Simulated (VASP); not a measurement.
# Mo (P-1) in VASP: further runs

Runs on Mo. Level: PBEsol. Tasks: single point, relaxation of cell and atoms.

All numbers are computed with VASP 6.6.1; they aren't measurements. Logs are shortened: lines on timing, memory, paths and dates and some standing lists are left out, and cuts for length are marked.

## 1. The cell of the first run

The typed cell holds 1 atom: a = 2.913 Å, b = 2.620 Å, c = 2.534 Å, α = 84.98°, β = 98.39°, γ = 122.87°.

## 2. Single point, PBEsol

INCAR

```
PREC = Accurate
ENCUT = 520
EDIFF = 1E-6
ISMEAR = 0
SIGMA = 0.15
LREAL = False
LASPH = True
NELM = 60
ALGO = Fast
ISIF = 2
LWAVE = False
LCHARG = False
GGA = PS
NBANDS = 13
```

KPOINTS

```
Automatic mesh
0
Gamma
  12 12 14
```

POSCAR

```
Mo
1.0
    2.9055616250      0.0219796743     -0.2084430023
   -1.4337458561      2.1896010972      0.1138545683
   -0.1894205838      0.0101081996      2.5266810797
Mo
1
Direct
    0.0000000000      0.0000000000      0.5000000000
```

Potentials or basis: VASP PAW PBE potentials, release 64 (Mo_sv).

The run is started by

```sh
$ cat potpaw_PBE.64/Mo_sv/POTCAR > POTCAR
$ mpirun -np 1 vasp_std > vasp.out
```

OUTCAR:

```text
PREC = Accurate
   ENCUT = 520
   EDIFF = 1E-6
   ISMEAR = 0
   LREAL = False
   LASPH = True
   NELM = 60
   ISIF = 2
   GGA = PS

 ion  position               nearest neighbor table
   1  0.000  0.000  0.500-

  LATTYP: Found a triclinic cell.
 ALAT       =     3.5348994232
 B/A-ratio  =     0.7167931093
 C/A-ratio  =     1.2451241624
 COS(alpha) =     0.0077075524
 COS(beta)  =     0.6346213509
 COS(gamma) =     0.6614789865

  Lattice vectors:

 A1 = (  -1.2823951851,  -2.2216889711,  -2.4320926457)
 A2 = (   0.1894205838,  -0.0101081996,  -2.5266810797)
 A3 = (  -0.0380699128,  -4.4011818687,  -0.0192661343)

Analysis of symmetry for initial positions (statically):
=====================================================================
 Subroutine PRICEL returns:
 Original cell was already a primitive cell.

 Routine SETGRP: Setting up the symmetry group for a
 triclinic supercell.

 Subroutine GETGRP returns: Found  2 space group operations
 (whereof  2 operations were pure point group operations)
 out of a pool of  2 trial point group operations.

The static configuration has the point symmetry S_2 .

Analysis of symmetry for dynamics (positions and initial velocities):
=====================================================================
 Subroutine PRICEL returns:
 Original cell was already a primitive cell.

 Routine SETGRP: Setting up the symmetry group for a
 triclinic supercell.

 Subroutine GETGRP returns: Found  2 space group operations
 (whereof  2 operations were pure point group operations)
 out of a pool of  2 trial point group operations.

The dynamic configuration has the point symmetry S_2 .

 Subroutine INISYM returns: Found  2 space group operations
 (whereof  2 operations are pure point group operations),
 and found     1 'primitive' translations

----------------------------------------------------------------------------------------

                                     Primitive cell

  volume of cell :      16.0672

  direct lattice vectors                    reciprocal lattice vectors
     2.905561625  0.021979674 -0.208443002     0.344259265  0.224124827  0.024911847
    -1.433745856  2.189601097  0.113854568    -0.003587602  0.454463562 -0.002087075
    -0.189420584  0.010108200  2.526681080     0.028561935 -0.001988973  0.397925299

  length of vectors
     2.913111729  2.619721933  2.533791549     0.411542197  0.454482515  0.398953987

  position of ions in fractional coordinates (direct lattice)
     1.000000000  0.000000000  0.500000000

  ion indices of the primitive-cell ions
   primitive index   ion index
                 1           1

----------------------------------------------------------------------------------------

 KPOINTS: Automatic mesh

Automatic generation of k-mesh.
 Grid dimensions read from file:
 generate k-points for:   12   12   14

 Generating k-lattice:

  Cartesian coordinates                     Fractional coordinates (reciprocal lattice)
     0.028688272  0.018677069  0.002075987     0.083333333 -0.000000000  0.000000000
    -0.000298967  0.037871964 -0.000173923     0.000000000  0.083333333 -0.000000000
     0.002040138 -0.000142070  0.028423236    -0.000000000  0.000000000  0.071428571

  Length of vectors
     0.034295183  0.037873543  0.028496713

  Shift w.r.t. Gamma in fractional coordinates (k-lattice)
     0.000000000  0.000000000  0.000000000

 Subroutine IBZKPT returns following result:
 ===========================================

 Found   1012 irreducible k-points:

 Following reciprocal coordinates:
            Coordinates               Weight
  0.000000  0.000000  0.000000      1.000000
  0.083333 -0.000000 -0.000000      2.000000
  0.166667 -0.000000 -0.000000      2.000000
  0.250000 -0.000000 -0.000000      2.000000
  0.333333 -0.000000 -0.000000      2.000000
  0.416667 -0.000000 -0.000000      2.000000
[... 16 lines left out ...]
  0.250000  0.166667 -0.000000      2.000000
  0.333333  0.166667 -0.000000      2.000000
 [... further k-points ...]
   k-points           NKPTS =   1012   k-points in BZ     NKDIM =   1012   number of bands    NBANDS=     13
   number of dos      NEDOS =    301   number of ions     NIONS =      1
   total plane-waves  NPLWV =   9600
   dimension x,y,z NGX =    24 NGY =   20 NGZ =   20
   dimension x,y,z NGXF=    48 NGYF=   40 NGZF=   40
   ions per type =               1
   NGX,Y,Z   is equivalent  to a cutoff of  13.70, 12.69, 13.12 a.u.
   NGXF,Y,Z  is equivalent  to a cutoff of  27.39, 25.38, 26.24 a.u.
 SYSTEM =  unknown system
   PREC   = accura    normal or accurate (medium, high low for compatibility)
   ISTART =      0    job   : 0-new  1-cont  2-samecut
   ICHARG =      2    charge: 1-file 2-atom 10-const
   ISPIN  =      1    spin polarized calculation?
   LNONCOLLINEAR =      F non collinear calculations
   LSORBIT =      F    spin-orbit coupling
   LASPH  =      T    aspherical Exc in radial PAW
   ENCUT  =  520.0 eV  38.22 Ry    6.18 a.u.   5.42  4.87  4.71*2*pi/ulx,y,z
   NELM   =     60;   NELMIN=  2; NELMDL= -5     # of ELM steps
   EDIFF  = 0.1E-05   stopping-criterion for ELM
   LREAL  =      F    real-space projection
   EDIFFG = 0.1E-04   stopping-criterion for IOM
   NSW    =      0    number of steps for IOM
   IBRION =     -1    ionic relax: 0-MD 1-quasi-New 2-CG
   NFREE  =      0    steps in history (QN), initial steepest desc. (CG)
   ISIF   =      2    stress and relaxation
   ISYM   =      2    0-nonsym 1-usesym 2-fastsym
   POTIM  = 0.5000    time-step for ionic-motion
   TEBEG  =    0.0;   TEEND  =   0.0 temperature during run
   PSTRESS=    0.0 pullay stress
   NELECT =      14.0000    total number of electrons
   NUPDOWN=      -1.0000    fix difference up-down
   EMIN   =  10.00;   EMAX   =-10.00  energy-range for DOS
   EFERMI =   0.00;   METHOD = LEGACY
   ISMEAR =     0;   SIGMA  =   0.15  broadening in eV -4-tet -1-fermi 0-gaus
   EFERMI_NEDOS =   21; number of points for ismear=-14 and -15
   IALGO  =     68    algorithm
   IMIX   =      4    mixing-type and parameters
     AMIX     =   0.40;   BMIX     =  1.00
     AMIX_MAG =   1.60;   BMIX_MAG =  1.00
  volume/ion in A,a.u.               =      16.07       108.43
  Fermi-wavevector in a.u.,A,eV,Ry     =   1.563643  2.954857 33.265979  2.444980
  Thomas-Fermi vector in A             =   2.666384
   LORBIT       =      0    0 simple, 1 ext, 2 COOP (PROOUT), +10 PAW based schemes
   GGA     = PS    functional components
   LHFCALC =     F    Hartree Fock is set to
   AEXX    =    0.0000 exact exchange contribution
   IVDW    =     0    specifies the selected vdW correction
   LEPSILON=     F    determine dielectric tensor
   LRPA    =     F    only Hartree local field effects (RPA)
 non-spin polarized calculation
 RMM-DIIS sequential band-by-band and
 Gauss-broadening in eV      SIGMA  =   0.15
  energy-cutoff  :      520.00
  volume of cell :       16.07
 maximum number of plane-waves:       447
 NGX is ok and might be reduce to    24
   NGX = 11   NGY =  9   NGZ =  9

 number of electron      14.0000001 magnetization

 Free energy of the ion-electron system (eV)
  ---------------------------------------------------
  ext. energy  EPLUGINS =         0.00000000
  ---------------------------------------------------
  free energy    TOTEN  =       -10.99872631 eV

  energy without entropy =      -10.98946276  energy(sigma->0) =      -10.99409454

 E-fermi :  12.0250     XC(G=0): -13.2896

 val. band max:       12.0248469121   @ k =  -0.0833  -0.4167   0.2143
 cond. band min:      12.0259784972   @ k =  -0.3333   0.1667   0.2857
 fundamental gap:      0.0011315850
 Fermi energy:        12.0249887252

 k-point     1 :       0.0000    0.0000    0.0000
  band No.  band energies     occupation
      1     -49.1203      2.00000
      2     -22.5101      2.00000
      3     -22.2368      2.00000
      4     -22.2001      2.00000
      5       4.9735      2.00000
      6       7.5950      2.00000
      7       9.5510      2.00000
      8      12.5131      0.00000
      9      15.5742      0.00000
     10      16.1840      0.00000
     11      25.1101      0.00000
     12      27.2716      0.00000
     13      32.7122      0.00000

 k-point     2 :       0.0833   -0.0000   -0.0000
  band No.  band energies     occupation
      1     -49.1062      2.00000
      2     -22.5770      2.00000
      3     -22.2775      2.00000
      4     -22.1982      2.00000
      5       5.2311      2.00000
      6       7.6887      2.00000
      7       9.5340      2.00000
      8      12.5567      0.00000
      9      15.4018      0.00000
     10      16.0853      0.00000
     11      25.5640      0.00000
     12      27.6792      0.00000
     13      31.4429      0.00000

 k-point     3 :       0.1667   -0.0000   -0.0000
  band No.  band energies     occupation
      1     -49.0677      2.00000
      2     -22.8088      2.00000
      3     -22.3403      2.00000
      4     -22.1865      2.00000
      5       5.9033      2.00000
      6       7.9122      2.00000
      7       9.5060      2.00000
      8      12.8593      0.00000
      9      14.8823      0.00000
     10      15.9562      0.00000
     11      26.2530      0.00000
     12      28.5121      0.00000
     13      30.0398      0.00000
[... 305 lines left out ...]
 k-point    23 :       0.2500    0.1667   -0.0000
  band No.  band energies     occupation
      1     -48.9006      2.00000
      2     -23.5986      2.00000
      3     -22.7093      2.00000
      4     -22.1063      2.00000
      5       8.0906      2.00000
      6       8.6333      2.00000
      7       9.5885      2.00000
      8      13.4900      0.00000
      9      15.1878      0.00000
     10      15.8290      0.00000
     11      23.4101      0.00000
     12      26.5083      0.00000
     13      31.3504      0.00000

 k-point    24 :       0.3333    0.1667   -0.0000
  band No.  band energies     occupation
      1     -48.8751      2.00000
      2     -23.7329      2.00000
      3     -22.7703      2.00000
      4     -22.0945      2.00000
      5       8.1527      2.00000
      6       8.5327      2.00000
      7      10.5105      2.00000
      8      13.3733      0.00000
      9      15.1150      0.00000
     10      17.1206      0.00000
     11      21.9379      0.00000
     12      25.2366      0.00000
     13      30.0154      0.00000

 [... further k-points ...]
[... 5 lines left out ...]
  --------------------------------------------------------------------------------------
  -------------------------------------------------------------------------------------
  Total        0.4545504      0.4081892      0.0688607     -0.0996517      0.0817125     -1.5099537
  in kB       45.3266009     40.7035813      6.8666119     -9.9370148      8.1481631   -150.5687272
  external PRESSURE =      30.9655980 kB  Pullay stress =       0.0000000 kB

 VOLUME and BASIS-vectors are now :
 -----------------------------------------------------------------------------
  energy-cutoff  :      520.00
  volume of cell :       16.07
      direct lattice vectors                 reciprocal lattice vectors
     2.905561625  0.021979674 -0.208443002     0.344259265  0.224124827  0.024911847
    -1.433745856  2.189601097  0.113854568    -0.003587602  0.454463562 -0.002087075
    -0.189420584  0.010108200  2.526681080     0.028561935 -0.001988973  0.397925299

 POSITION                                       TOTAL-FORCE (eV/Angst)
 -----------------------------------------------------------------------------------
     -0.09471      0.00505      1.26334         0.000000     -0.000000      0.000000
 -----------------------------------------------------------------------------------
    total drift:                                0.000000      0.000000      0.000000

  FREE ENERGIE OF THE ION-ELECTRON SYSTEM (eV)
  ---------------------------------------------------
  free  energy   TOTEN  =       -10.9987263131 eV

  energy  without entropy=      -10.9894627631  energy(sigma->0) =      -10.99409454
```

It took 5 min on 1 thread of AMD EPYC 7R43 (Zen 3), shared host; peak memory 0.26 GiB.

Results:

```yaml
Free_energy: -10.9987 eV
Pressure: 3.1 GPa
Band_gap_on_the_k_mesh: zero (bands 7 and 8 overlap by 2.07 eV)
```

Stress tensor (GPa, compression positive):
```
  4.53  -0.99 -15.06
 -0.99   4.07   0.81
-15.06   0.81   0.69
```

Levels at points of the mesh, in eV from the Fermi level:
```
           k point  band 3  band 4  band 5  band 6  band 7  band 8  band 9  band 10  band 11  band 12
(0.00, 0.00, 0.00)  -34.26  -34.23   -7.05   -4.43   -2.47    0.49    3.55     4.16    13.09    15.25
(0.50, 0.00, 0.00)  -34.50  -34.13   -5.06   -3.71    0.46    1.24    3.61     3.90     9.92    14.35
(0.00, 0.50, 0.00)  -35.07  -34.06   -5.44   -2.98    0.90    1.97    2.51     4.97    11.36    11.63
(0.50, 0.50, 0.00)  -34.56  -34.12   -5.06   -3.67    0.68    1.24    3.53     3.84    10.32    13.94
(0.00, 0.00, 0.50)  -34.35  -34.09   -4.14   -1.83    0.04    0.60    1.20     1.44    10.43    14.98
(0.50, 0.00, 0.50)  -35.54  -34.31   -5.73   -3.63    0.21    3.88    5.16     6.17     7.71    15.56
(0.00, 0.50, 0.50)  -35.69  -34.88   -5.59   -4.18   -1.06    5.21    6.39     6.87     8.67    14.39
(0.50, 0.50, 0.50)  -35.57  -34.38   -5.75   -3.54   -0.06    3.78    5.23     6.33     7.99    15.61
```

Caveat: the cell stands under pressure; the PAW data sets were made with another functional, which shifts forces and pressure a little.

## 3. Relaxation of cell and atoms, PBEsol

INCAR

```
SYSTEM = Mo
  PREC = Accurate
  ENCUT = 600
  EDIFF = 1E-6
  ISMEAR = 0
  SIGMA = 0.15
  LREAL = .FALSE.
  LASPH = .TRUE.
  NELM = 60
  ALGO = Fast
  ISIF = 3
  LWAVE = .FALSE.
  LCHARG = .FALSE.
  GGA = PS
  IBRION = 2
  NSW = 100
  EDIFFG = -0.01
```

KPOINTS

```
regular mesh
0
G
  12 12 14
  0 0 0
```

POSCAR is that of step 2.

Potentials or basis: VASP PAW PBE potentials, release 64 (Mo_sv).

The run is started by

```sh
$ cat potpaw_PBE.64/Mo_sv/POTCAR > POTCAR
$ mpirun -np 1 vasp_std > vasp.out
```

Run time: 53 min. Hardware: 1 thread of AMD EPYC 7R43 (Zen 3), shared host; peak memory 0.32 GiB.

Results (log left out):

```yaml
Free_energy: -11.7847 eV
Relaxed_volume: 15.35 Å³/atom
Relaxed_cell: a = 3.126 Å, b = 2.712 Å, c = 2.708 Å, α = 70.67°, β = 125.06°, γ = 125.20°
Space_group_after_relaxing_to_0.1_Å: Im-3m (No. 229)
Energy_gained_by_relaxing: 786.0 meV/atom
Ionic_steps: 22
Pressure_after_relaxing: 0.0 GPa
Band_gap_on_the_k_mesh: zero (bands 7 and 8 overlap by 5.45 eV)
```

The path:
```tsv
step	energy change (eV)	largest force (eV/Å)	pressure (GPa)	volume (Å³)
1	0.0000	0.0000	2.98	16.07
2	-0.2467	0.0000	-9.75	16.68
3	-0.5178	0.0000	-27.08	17.51
4	-0.5155	0.0000	-23.54	17.30
5	-0.5775	0.0000	-22.86	17.13
6	-0.6911	0.0000	-17.64	16.54
7	-0.6952	0.0000	-16.28	16.43
8	-0.7330	0.0000	-12.02	16.11
9	-0.7748	0.0000	-0.88	15.41
10	-0.7758	0.0000	1.62	15.28
11	-0.7758	0.0000	1.00	15.30
12	-0.7789	0.0000	0.83	15.32
13	-0.7846	0.0000	0.05	15.35
14	-0.7795	0.0000	-0.86	15.41
15	-0.7853	0.0000	-0.17	15.37
16	-0.7857	0.0000	-0.03	15.36
17	-0.7860	0.0000	0.17	15.34
18	-0.7860	0.0000	0.23	15.34
19	-0.7860	0.0000	0.25	15.34
20	-0.7860	0.0000	0.26	15.34
21	-0.7860	0.0000	-0.15	15.36
22	-0.7860	0.0000	0.03	15.35
```

Final structure:
```xyz
1
Lattice="2.9763 0.0056 -0.9556 -1.4928 2.2131 0.4759 -0.8034 0.0004 2.5861" Properties=species:S:1:pos:R:3 pbc="T T T"
Mo   -0.4017    0.0002    1.2931
```

Levels at points of the mesh, in eV from the Fermi level:
```csv
k point,band 5,band 6,band 7,band 8,band 9,band 10
"(0.00, 0.00, 0.00)",-7.33,-1.43,-1.37,-1.36,1.67,1.72
"(0.50, 0.00, 0.00)",-5.44,-3.50,1.68,1.76,2.41,4.91
"(0.00, 0.50, 0.00)",-5.44,-3.47,1.68,1.71,2.37,4.92
"(0.50, 0.50, 0.00)",-5.44,-3.50,1.68,1.76,2.41,4.91
"(0.00, 0.00, 0.50)",-5.44,-3.46,1.67,1.72,2.37,4.91
"(0.50, 0.00, 0.50)",-5.45,-3.48,1.72,1.74,2.37,4.93
"(0.00, 0.50, 0.50)",-5.60,-5.59,4.10,4.13,4.15,9.14
"(0.50, 0.50, 0.50)",-5.45,-3.48,1.72,1.74,2.37,4.93
```

Caveat: the PAW data sets were made with another functional, which shifts forces and pressure a little.

The gap in the log of VASP goes by the Fermi energy; the results here count the filled bands.